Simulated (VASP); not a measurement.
Write the native input for VASP 6.6.1 that does the following.

```yaml
Task: single point
Functional: LDA
Potentials_or_basis: VASP PAW LDA potentials, release 64 (B, P)
Cutoff: 520 eV
k_mesh: 12 × 12 × 12
Occupations: fermi-dirac, width 0.08 eV
Spin: no spin polarisation
Dipole_correction: no
Further_INCAR_settings: ALGO = Normal; EDIFF = 1e-06; NBANDS = 11
```

The structure of BP lies in POSCAR:

```
BP
1.0
    0.0000000000      2.2537713532      2.2537713532
    2.2537713532      0.0000000000      2.2537713532
    2.2537713532      2.2537713532      0.0000000000
B P
1 1
Direct
    0.0000000000      0.0000000000      0.0000000000
    0.7500000000      0.7500000000      0.7500000000
```

This cell differs from its parent crystal: volume scaled by 0.98.

These files were run (other wordings do the same):

INCAR

```
ALGO = Normal
EDIFF = 1E-6
ENCUT = 520
ISIF = 2
ISMEAR = -1
LASPH = T
LCHARG = F
LREAL = F
LWAVE = F
NBANDS = 11
NELM = 100
PREC = Accurate
SIGMA = 0.08
```

KPOINTS

```
k-points
0
Gamma
  12 12 12
```

Potentials or basis: VASP PAW LDA potentials, release 64 (B, P).

Launch:

```console
$ cat potpaw_LDA.64/B/POTCAR potpaw_LDA.64/P/POTCAR > POTCAR
$ mpirun -np 1 vasp_std > vasp.out
```

Results of the run:

- Pressure: -2.1 GPa
- Band gap on the k mesh: 1.16 eV, indirect (least direct gap 3.41 eV)

Wall time 8.9 s on 1 thread of AMD EPYC 9R45 96-Core Processor (Zen 5), with other jobs on the host, peak memory 0.1 GiB.
